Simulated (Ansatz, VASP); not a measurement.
One calculation of Si5Se, two programs

```
Si Se
1.0
     4.39620    0.00000    0.00000
    -2.19810    3.80722    0.00000
     0.00000    0.00000    6.22714
Si Se
5 1
Direct
  0.00000 0.00000 0.24166
  0.00000 0.00000 0.75834
  0.50000 0.00000 0.00000
  0.00000 0.50000 0.00000
  0.50000 0.50000 0.00000
  0.00000 0.00000 0.50000
```

Alike in both runs: task single point; functional PBE; k mesh 6 × 6 × 4; occupations gaussian, width 0.1 eV; no spin polarisation.

|  | VASP | Ansatz |
| --- | --- | --- |
| version | VASP 6.6.1 | Ansatz 0.2.0 |
| potentials or method | VASP PAW PBE potentials, release 64 (Si, Se), cutoff 520 eV | scalar-relativistic, plane waves, PAW |
| valence electrons in the cell | 26 | 36 |

|  | VASP | Ansatz | Ansatz less VASP |
| --- | --- | --- | --- |
| gap on the k mesh at the Fermi level (eV) | none | none | - |
| rms of the force components (eV/Å) | 12.012 | 12.041 | +0.0297 |

Atom by atom the forces differ by 0.030 eV/Å (rms over components). A gap of «none» marks a metal or a gap that the smearing closes. With one functional, cell and mesh, what is left measures potentials, basis and numerics. VASP's potentials hold 26 valence electrons a cell and Ansatz's 36, so a difference there can come from the potentials and not from the codes.
